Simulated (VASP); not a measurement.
Set up this calculation in VASP 6.6.1, as the native input.

- Task: single point
- Functional: PBEsol
- Potentials or basis: VASP PAW PBE potentials, release 64 (Sn_d, O)
- Cutoff: 520 eV
- k mesh: 3 × 3 × 2
- Occupations: fermi-dirac, width 0.146 eV
- Spin: no spin polarisation
- Dipole correction: no
- Further INCAR settings: LREAL = Auto; ALGO = Normal; EDIFF = 1e-06; NBANDS = 94

The structure of SnO lies in POSCAR:

```
SnO
1.0
    6.5963126664      0.0000000000      0.0000000000
   -3.2981563332      5.7125743404      0.0000000000
    0.0000000000      0.0000000000      9.2163704805
Sn O
8 8
Direct
    0.1675974858      0.3443030905     -0.0106911935
    0.3154935810      0.1574307740      0.4860331960
    0.1476242766      0.8184614714     -0.0039830213
    0.3445987361      0.6879355551      0.5036256962
    0.6800468001      0.3405121551     -0.0056415918
    0.8385814996      0.1520727693      0.4803844430
    0.6742265222      0.8423487754     -0.0002250344
    0.8304952618      0.6746112646      0.4959648714
    0.1889844899      0.3661554100      0.3923828808
    0.3411964083      0.1737747189      0.9165692740
    0.1600010132      0.8172865195      0.3668828209
    0.3482669917      0.7262963688      0.8644076339
    0.7052274121      0.3536556165      0.3993789104
    0.8064499190      0.1499964725      0.8725151639
    0.6833480309      0.8588408146      0.3422070550
    0.8148663476      0.6328563594      0.8488975152
```

The input as run:

INCAR

```
SYSTEM = SnO
  PREC = Accurate
  ENCUT = 520
  EDIFF = 1E-6
  ISMEAR = -1
  SIGMA = 0.146
  LREAL = Auto
  LASPH = .True.
  NELM = 80
  ALGO = Normal
  ISIF = 2
  LWAVE = .False.
  LCHARG = .False.
  GGA = PS
  NBANDS = 94
```

KPOINTS

```
Automatic mesh
0
Gamma
  3 3 2
  0 0 0
```

Potentials or basis: VASP PAW PBE potentials, release 64 (Sn_d, O).

Command:

```bash
$ cat potpaw_PBE.64/Sn_d/POTCAR potpaw_PBE.64/O/POTCAR > POTCAR
$ mpirun -np 1 vasp_std > vasp.out
```

Results of the run:

* Pressure: -0.8 GPa
* Largest force: 1.442 eV/Å
* Band gap on the k mesh: 0.84 eV, indirect (least direct gap 0.94 eV)

Caveat: the PAW data sets were made with another functional, which shifts forces and pressure a little; spin-orbit coupling is left out, which moves the levels of the heavy elements.

Run time: 9.9 min on 1 thread of Intel(R) Xeon(R) Platinum 8259CL CPU @ 2.50GHz (Skylake/Cascade Lake), on a shared host, peak memory 0.51 GiB.
